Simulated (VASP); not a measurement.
# InSe (R3m) in VASP: a series of runs, part 2 of 2

VASP 6.6.1. The steps go on from the part before.

## Step 5: Single point, LDA

This run uses another cell than the first one, of 29.82 Å³/atom.

Input file INCAR:

```
SYSTEM = InSe
ALGO = Normal
EDIFF = 1E-6
ENCUT = 520
GGA = CA
ISIF = 2
ISMEAR = -1
LASPH = .TRUE.
LCHARG = .FALSE.
LREAL = .FALSE.
LWAVE = .FALSE.
NBANDS = 27
NELM = 80
PREC = Accurate
SIGMA = 0.05
```

Input file KPOINTS:

```
k-points
0
G
  8 8 8
  0 0 0
```

Input file POSCAR:

```
InSe
1.0
    2.0132454191      1.1623477847      8.4958956687
   -2.0132454191      1.1623477847      8.4958956687
    0.0000000000     -2.3246955694      8.4958956687
In Se
2 2
Direct
    0.8886000000      0.8886000000      0.8886000000
    0.0000000000      0.0000000000      0.0000000000
    0.1719000000      0.1719000000      0.1719000000
    0.3835000000      0.3835000000      0.3835000000
```

Potentials or basis: VASP PAW LDA potentials, release 64 (In_d, Se).

Launch:

```bash
$ cat potpaw_LDA.64/In_d/POTCAR potpaw_LDA.64/Se/POTCAR > POTCAR
$ mpirun -np 1 vasp_std > vasp.out
```

OUTCAR:

```text
SYSTEM = InSe
   EDIFF = 1E-6
   ENCUT = 520
   GGA = CA
   ISIF = 2
   ISMEAR = -1
   LASPH = .TRUE.
   LREAL = .FALSE.
   NELM = 80
   PREC = Accurate

 ion  position               nearest neighbor table
   1  0.889  0.889  0.889-   3 2.65   3 2.65   3 2.65   2 2.84
   2  0.000  0.000  0.000-   4 2.65   4 2.65   4 2.65   1 2.84
   3  0.172  0.172  0.172-   1 2.65   1 2.65   1 2.65
   4  0.383  0.383  0.383-   2 2.65   2 2.65   2 2.65

  LATTYP: Found a trigonal (rhomboedric) cell.
 ALAT       =     8.8082037161
 COS(alpha) =     0.8955162542

  Lattice vectors:

 A1 = (   2.0132454191,   1.1623477847,   8.4958956687)
 A2 = (  -2.0132454191,   1.1623477847,   8.4958956687)
 A3 = (   0.0000000000,  -2.3246955694,   8.4958956687)

Analysis of symmetry for initial positions (statically):
=====================================================================
 Subroutine PRICEL returns:
 Original cell was already a primitive cell.

 Routine SETGRP: Setting up the symmetry group for a
 trigonal (rhombohedral) supercell.

 Subroutine GETGRP returns: Found  6 space group operations
 (whereof  6 operations were pure point group operations)
[... 163 lines left out ...]
  ---------------------------------------------------
  free energy    TOTEN  =       -16.61619682 eV

  energy without entropy =      -16.61594712  energy(sigma->0) =      -16.61607197

 E-fermi :   3.8490     XC(G=0):  -9.1726

 val. band max:        3.7434576136   @ k =   0.5000   0.5000   0.5000
 cond. band min:       3.9232543376   @ k =   0.5000   0.5000   0.5000
 fundamental gap:      0.1797967239
 Fermi energy:         3.8490284525

 k-point     1 :       0.0000    0.0000    0.0000
  band No.  band energies     occupation
      1     -10.9478      2.00000
      2     -10.7831      2.00000
      3     -10.7831      2.00000
      4     -10.7128      2.00000
      5     -10.7128      2.00000
      6     -10.6910      2.00000
[... 709 lines left out ...]
     26      10.0509      0.00000
     27      10.4581      0.00000

 [... further k-points ...]
[... 5 lines left out ...]
  --------------------------------------------------------------------------------------
  -------------------------------------------------------------------------------------
  Total       -1.4242521     -1.4242521     -2.2254742      0.0000000      0.0000000      0.0000000
  in kB      -19.1295267    -19.1295268    -29.8909630      0.0000000      0.0000000      0.0000000
  external PRESSURE =     -22.7166722 kB  Pullay stress =       0.0000000 kB

 VOLUME and BASIS-vectors are now :
 -----------------------------------------------------------------------------
  energy-cutoff  :      520.00
  volume of cell :      119.29
      direct lattice vectors                 reciprocal lattice vectors
     2.013245419  1.162347785  8.495895669     0.248355216  0.143387951  0.039234631
    -2.013245419  1.162347785  8.495895669    -0.248355216  0.143387951  0.039234631
     0.000000000 -2.324695569  8.495895669     0.000000000 -0.286775901  0.039234631

 POSITION                                       TOTAL-FORCE (eV/Angst)
 -----------------------------------------------------------------------------------
      0.00000      0.00000     22.64836         0.000000     -0.000000      0.172751
      0.00000      0.00000      0.00000         0.000000      0.000000     -0.154633
      0.00000      0.00000      4.38133         0.000000     -0.000000      0.176175
      0.00000      0.00000      9.77453         0.000000      0.000000     -0.194294
 -----------------------------------------------------------------------------------
    total drift:                               -0.000000      0.000000      0.000136

  FREE ENERGIE OF THE ION-ELECTRON SYSTEM (eV)
  ---------------------------------------------------
  free  energy   TOTEN  =       -16.6161968211 eV

  energy  without entropy=      -16.6159471223  energy(sigma->0) =      -16.61607197
```

OSZICAR:

```text
N       E                     dE             d eps       ncg     rms          rms(c)
DAV:   1     0.338027770035E+03    0.33803E+03   -0.17263E+04  3510   0.154E+03
DAV:   2     0.239622289884E+02   -0.31407E+03   -0.30426E+03  3575   0.385E+02
DAV:   3    -0.152110726603E+02   -0.39173E+02   -0.38472E+02  4381   0.146E+02
DAV:   4    -0.170360537046E+02   -0.18250E+01   -0.18192E+01  4204   0.324E+01
DAV:   5    -0.171137379202E+02   -0.77684E-01   -0.77668E-01  5314   0.657E+00    0.666E+00
DAV:   6    -0.166606115109E+02    0.45313E+00   -0.83691E-01  4937   0.147E+01    0.406E+00
DAV:   7    -0.166230783956E+02    0.37533E-01   -0.31105E-01  4657   0.370E+00    0.111E+00
DAV:   8    -0.166170035896E+02    0.60748E-02   -0.26083E-02  5358   0.175E+00    0.529E-01
DAV:   9    -0.166161635078E+02    0.84008E-03   -0.47562E-03  4570   0.506E-01    0.144E-01
DAV:  10    -0.166161865136E+02   -0.23006E-04   -0.29406E-04  4804   0.125E-01    0.810E-02
DAV:  11    -0.166162000626E+02   -0.13549E-04   -0.52955E-05  4956   0.730E-02    0.184E-02
DAV:  12    -0.166161963542E+02    0.37084E-05   -0.12479E-05  4833   0.349E-02    0.123E-02
DAV:  13    -0.166161968211E+02   -0.46693E-06   -0.21362E-06  3221   0.782E-03
   1 F= -.16616197E+02 E0= -.16616072E+02  d E =-.249699E-03
```

Wall time 7.5 min (1 thread of Intel Xeon 6975P-C (Granite Rapids), shared host); peak memory 0.59 GiB.

Results:

```yaml
Free_energy: -16.6162 eV
Pressure: -2.3 GPa
Largest_force: 0.194 eV/Å
Band_gap_on_the_k_mesh: 0.18 eV
```

Forces on the atoms (eV/Å):
```
In   0.000  0.000  0.173
In   0.000  0.000 -0.155
Se   0.000  0.000  0.176
Se   0.000  0.000 -0.194
```

Levels at points of the mesh, in eV from the valence-band top:
```tsv
k point	band 16	band 17	band 18	band 19	band 20	band 21	band 22	band 23
(0.00, 0.00, 0.00)	-1.28	-1.28	-1.19	-1.19	1.51	1.88	4.28	4.28
(0.50, 0.00, 0.00)	-2.35	-2.30	-2.20	-1.66	1.10	1.81	3.51	3.86
(0.50, 0.50, 0.00)	-2.61	-2.46	-2.02	-1.49	1.02	1.87	3.17	3.51
(0.50, 0.50, 0.50)	-1.35	-1.12	-1.12	0.00	0.18	1.96	4.20	4.20
```

Caveat: semilocal functionals underestimate gaps, and a narrow one can read as zero; spin-orbit coupling is left out, which moves the levels of the heavy elements.

## Step 6: Summary

```tsv
cell	gap on the mesh (eV)	pressure (GPa)	largest force (eV/Å)
a = 8.632 Å, angles 26.4°, 4 atoms	0.34	0.8	0.43
a = 8.692 Å, angles 26.4°, 4 atoms	0.28	-0.3	0.34
a = 8.750 Å, angles 26.4°, 4 atoms	0.23	-1.4	0.25
a = 8.808 Å, angles 26.4°, 4 atoms	0.18	-2.3	0.19
```

Alike in all rows: task single point; level LDA; potentials or basis VASP PAW LDA potentials, release 64 (In_d, Se); no spin polarisation; k mesh 8 × 8 × 8; cutoff (eV) 520; smearing fermi-dirac 0.05 eV.

Caveats: semilocal functionals underestimate gaps, and a narrow one can read as zero; spin-orbit coupling is left out, which moves the levels of the heavy elements.

Absolute energies hang on the potentials; compare differences alone.

## Step 7: Comparison with measurements

Step 2. A measured gap of InSe is 1.25 eV (300 K; “The Interaction of Hydrogen with the van der Waals Crystal γ-InSe”, 2020, pmc:7321205); the calculated 0.34 eV misses it by -0.91 eV. Spin-orbit coupling on In, Se is left out. The value is that of LDA on a finite k mesh, which can miss the band edges, without temperature or zero-point motion. Semilocal functionals fall short of measured gaps as a rule.

Step 3. A measured gap of InSe is 1.25 eV (300 K; “The Interaction of Hydrogen with the van der Waals Crystal γ-InSe”, 2020, pmc:7321205); the calculated 0.28 eV misses it by -0.97 eV. Spin-orbit coupling on In, Se is left out. The value is that of LDA on a finite k mesh, which can miss the band edges, without temperature or zero-point motion. Semilocal functionals fall short of measured gaps as a rule.
